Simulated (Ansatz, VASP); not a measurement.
# One calculation of SnSe, two programs

File INCAR:

```
PREC     = Accurate       # precision mode
ENCUT    = 520            # plane-wave cutoff, eV
EDIFF    = 1E-7           # SCF threshold, eV
ISMEAR   = 0              # smearing method
SIGMA    = 0.02           # smearing width, eV
LREAL    = False          # projectors in reciprocal space
LASPH    = True           # aspherical terms in the spheres
NELM     = 60             # most SCF steps
ALGO     = Normal         # electronic algorithm
ISIF     = 2              # what is computed and relaxed
LWAVE    = False          # write WAVECAR
LCHARG   = False          # write CHGCAR
GGA      = PE             # functional
NBANDS   = 17             # bands
```

KPOINTS

```
regular mesh
0
Gamma
  10 10 10
```

Contents of POSCAR:

```
SnSe
1.0
    0.0000000000      3.0608208055      3.0608208055
    3.0608208055      0.0000000000      3.0608208055
    3.0608208055      3.0608208055      0.0000000000
Sn Se
1 1
Direct
    0.0000000000      0.0000000000      0.0000000000
    0.5000000000      0.5000000000      0.5000000000
```

Input for Ansatz:

```yaml
crystal:
  lattice:
    - [0.0, 3.0608208055, 3.0608208055]
    - [3.0608208055, 0.0, 3.0608208055]
    - [3.0608208055, 3.0608208055, 0.0]
  atoms:
    - { symbol: Sn, position: [0.0, 0.0, 0.0] }
    - { symbol: Se, position: [0.5, 0.5, 0.5] }
basis:
  ecutwfc: 420
kpoints:
  mp_grid: { grid: [10, 10, 10] }
hamiltonian:
  xc: pbe
scf:
  occupations: { method: gaussian, width: 0.02 }
output:
  forces: true
  stress: true
  eigenvalues: true
```

Alike in both runs: task single point; functional PBE; k mesh 10 × 10 × 10; occupations gaussian, width 0.02 eV; no spin polarisation.

|  | VASP | Ansatz |
| --- | --- | --- |
| version | VASP 6.6.1 | Ansatz 0.2.0 |
| potentials or method | VASP PAW PBE potentials, release 64 (Sn_d, Se), cutoff 520 eV | scalar-relativistic, plane waves, PAW |
| valence electrons in the cell | 20 | 30 |

|  | VASP | Ansatz | Ansatz less VASP |
| --- | --- | --- | --- |
| gap on the k mesh at the Fermi level (eV) | 0.37 | 0.37 | -0.001 |
| least direct gap on the mesh (eV) | 0.37 | 0.37 | -0.001 |
| pressure (GPa) | -1.4 | -1.4 | +0.01 |

VASP's potentials hold 20 valence electrons a cell and Ansatz's 30, so a difference there can come from the potentials and not from the codes.
